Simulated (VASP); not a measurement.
Crystal: W.

```xyz
1
Lattice="-1.6007 1.6007 1.6007 1.6007 -1.6007 1.6007 1.6007 1.6007 -1.6007" Properties=species:S:1:pos:R:3 pbc="T T T"
W     0.0000    0.0000    0.0000
```

* Program: VASP 6.6.1
* Task: relaxation of cell and atoms
* Functional: LDA
* Potentials or basis: VASP PAW LDA potentials, release 64 (W_sv)
* Cutoff: 600 eV
* k mesh: 8 × 8 × 8
* Occupations: gaussian, width 0.1 eV
* Spin: no spin polarisation

At the start: pressure -16.4 GPa; volume 16.41 Å³/atom.

**Question.** How do energy, volume and symmetry change on relaxing?

**Answer.** Over 4 steps the energy falls by 47.0 meV/atom and the volume is 15.56 Å³/atom (-5.2 %); space group Im-3m (No. 229, to 0.05 Å).

Step by step:
| step | energy change (eV) | largest force (eV/Å) | pressure (GPa) | volume (Å³) |
| --- | --- | --- | --- | --- |
| 1 | 0.0000 | 0.0000 | -16.43 | 16.41 |
| 2 | 0.7193 | 0.0000 | 103.57 | 12.73 |
| 3 | -0.0466 | 0.0000 | -1.72 | 15.62 |
| 4 | -0.0470 | 0.0000 | -0.42 | 15.56 |

Final structure:
```yaml
crystal:
  lattice:
    - [-1.57257, 1.57257, 1.57257]
    - [1.57257, -1.57257, 1.57257]
    - [1.57257, 1.57257, -1.57257]
  atoms:
    - { symbol: W, position: [0.00000, 0.00000, 0.00000] }
```
